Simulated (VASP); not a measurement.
**MoS2: relaxation of cell and atoms with r2SCAN**

MoS2, a slab with vacuum:

```
CELL_PARAMETERS angstrom
3.18454 0.00000 0.00000
-1.59227 2.75789 0.00000
0.00000 0.00000 21.67053
ATOMIC_POSITIONS crystal
Mo 0.33333 0.66667 0.85116
Mo 0.66667 0.33333 0.14884
S 0.66667 0.33333 0.77963
S 0.33333 0.66667 0.07725
S 0.66667 0.33333 0.92275
S 0.33333 0.66667 0.22037
```

```yaml
Program: VASP 6.6.1
Task: relaxation of cell and atoms
Functional: r2SCAN
Potentials_or_basis: VASP PAW PBE potentials, release 64 (Mo_sv, S)
Cutoff: 600 eV
k_mesh: 10 × 10 × 2
Occupations: fermi-dirac, width 0.05 eV
Spin: no spin polarisation
Dipole_correction: no
Further_INCAR_settings: ALGO = Normal; EDIFF = 1e-06; IBRION = 2; EDIFFG = -0.01; NSW = 60; ISIF = 3
```

```
Relaxed cell                          : a = 3.185 Å, b = 3.185 Å, c = 21.683 Å, α = 90.00°, β = 90.00°, γ = 120.00°
Space group after relaxing (to 0.1 Å) : P-3m1 (No. 164)
Energy gained by relaxing             : 0.0 meV/atom
Ionic steps                           : 3
Largest force after relaxing          : 0.004 eV/Å
Band gap on the k mesh                : 1.49 eV (least direct gap 2.01 eV)
```

Forces in eV/Å, atoms in the order of the input:
```
Mo   0.000  0.000 -0.001
Mo   0.000  0.000  0.001
S    0.000  0.000 -0.003
S    0.000  0.000  0.004
S    0.000  0.000 -0.004
S    0.000  0.000  0.003
```

Step by step:
| step | energy change (eV) | largest force (eV/Å) | pressure (GPa) | volume (Å³) |
| --- | --- | --- | --- | --- |
| 1 | 0.0000 | 0.0374 | 0.11 | 190.32 |
| 2 | 0.0004 | 0.0697 | -0.26 | 190.95 |
| 3 | -0.0001 | 0.0037 | 0.00 | 190.52 |

Final structure:
```
CELL_PARAMETERS angstrom
3.18531 0.00000 0.00000
-1.59265 2.75856 0.00000
0.00000 0.00000 21.68274
ATOMIC_POSITIONS crystal
Mo 0.33333 0.66667 0.85116
Mo 0.66667 0.33333 0.14884
S 0.66667 0.33333 0.77960
S 0.33333 0.66667 0.07723
S 0.66667 0.33333 0.92277
S 0.33333 0.66667 0.22040
```

Levels at points of the mesh, in eV from the valence-band top:
```
           k point  band 22  band 23  band 24  band 25  band 26  band 27  band 28  band 29  band 30  band 31
(0.00, 0.00, 0.00)    -2.04    -2.04    -1.84    -0.49     0.00     2.54     2.54     2.55     2.55     2.78
(0.50, 0.00, 0.00)    -2.34    -1.54    -1.49    -1.06    -1.02     1.98     1.99     2.47     2.56     3.66
(0.00, 0.00, 0.50)    -2.04    -2.04    -1.84    -0.49     0.00     2.54     2.54     2.55     2.55     2.78
(0.50, 0.00, 0.50)    -2.34    -1.54    -1.49    -1.06    -1.02     1.98     1.99     2.47     2.56     3.66
```

Run time: 81 min on 1 thread of Oxide Virtual Turin-like Processor (shared host), peak memory 0.49 GiB.

Caveat: there is no dipole correction, which matters where the two faces differ; the PAW data sets were made with another functional, which shifts forces and pressure a little.
